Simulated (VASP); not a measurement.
**In: relaxation of cell and atoms with PBE**

Crystal: In.

```xyz
1
Lattice="3.0578 0.0000 0.0000 0.0000 3.0578 0.0000 0.0000 0.0000 3.0578" Properties=species:S:1:pos:R:3 pbc="T T T"
In    0.0000    0.0000    0.0000
```

| Property | Result |
| --- | --- |
| Program | VASP 6.6.1 |
| Task | relaxation of cell and atoms |
| Functional | PBE |
| Potentials or basis | VASP PAW PBE potentials, release 64 (In_d) |
| Cutoff | 600 eV |
| k mesh | 13 × 13 × 13 |
| Occupations | fermi-dirac, width 0.08 eV |
| Spin | no spin polarisation |
| Target pressure | 1.1 GPa |
| Dipole correction | no |
| Further INCAR settings | ALGO = Normal; EDIFF = 1e-07; IBRION = 2; EDIFFG = -0.005; NSW = 32; ISIF = 3 |

The pressure after relaxing is 1.1 GPa.

Final structure:
```
In
1.0
     3.05781    0.00000    0.00000
     0.00000    3.05781    0.00000
     0.00000    0.00000    3.05781
In
1
Direct
  0.00000 0.00000 0.00000
```

Levels at points of the mesh, in eV from the Fermi level:
```
           k point  band 2  band 3  band 4  band 5  band 6  band 7  band 8  band 9  band 10
(0.00, 0.00, 0.00)  -14.98  -14.27  -14.27  -14.27   -9.02    7.24    7.24    7.24    10.43
```

Run time: 6.9 s on 1 thread of Intel(R) Xeon(R) 6975P-C (Granite Rapids) (shared host), peak memory 0.15 GiB.

Caveat: the relaxation stopped at its first step, so nothing moved; the cell is relaxed towards a set pressure, so the enthalpy falls and the energy may rise; spin-orbit coupling is left out, which moves the levels of the heavy elements.
